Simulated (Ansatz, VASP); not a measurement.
**H6C2O: VASP beside Ansatz**

```xyz
36
Lattice="7.5291 0.0000 0.0000 0.0000 7.5291 0.0000 0.0000 0.0000 7.5291" Properties=species:S:1:pos:R:3 pbc="T T T"
C     0.6892    3.2403    0.1694
C     1.1953    4.3246    1.0876
C     2.6831    7.0439    3.5928
C     1.3618    7.7276    3.8757
C     4.7723    3.2890    4.7962
C     5.6393    4.2300    3.9827
C     6.4185    6.9598    7.4859
C     4.9584    6.6427    7.7024
O     2.1428    5.1741    0.3987
O     1.1610    8.7417    2.8927
O     5.9063    3.7033    2.6908
O     4.8042    5.3650    8.3195
H     1.7895    6.0735    0.3868
H     0.3546    4.9353    1.4612
H     1.7026    3.8848    1.9643
H    -0.0042    2.5902    0.7264
H     0.1497    3.6711   -0.6907
H     1.5219    2.6252   -0.2058
H     0.3068    9.1812    3.0510
H     0.5374    6.9829    3.8463
H     1.3783    8.1671    4.9022
H     2.8654    6.2253    4.3174
H     2.6916    6.6013    2.5758
H     3.5160    7.7647    3.6613
H     5.5579    4.3357    2.0205
H     5.1444    5.2235    3.9071
H     6.6064    4.3982    4.5143
H     4.6541    3.6598    5.8298
H     3.7703    3.1790    4.3421
H     5.2338    2.2851    4.8401
H     3.8365    5.1558    8.2568
H     4.4939    7.4322    8.3282
H     4.4324    6.6409    6.7260
H     6.5195    7.9275    6.9683
H     6.9537    7.0418    8.4477
H     6.8999    6.1840    6.8671
```

Alike in both runs: functional PBEsol; k mesh 1 × 1 × 1; occupations fermi-dirac, width 0.05 eV; no spin polarisation.

Ansatz relaxed the structure, and its values are those at the end. VASP's run is a single point on that final structure, the one shown.

|  | VASP | Ansatz |
| --- | --- | --- |
| version | VASP 6.6.1 | Ansatz 0.2.0 |
| potentials or method | VASP PAW PBE potentials, release 64 (C_h, O_h, H_h), cutoff 1000 eV | scalar-relativistic, plane waves, PAW |
| valence electrons in the cell | 80 | 80 |

|  | VASP | Ansatz | Ansatz less VASP |
| --- | --- | --- | --- |
| rms of the force components (eV/Å) | 0.075 | 0.076 | +0.0009 |

VASP's potentials were made for PBE, not for PBEsol.
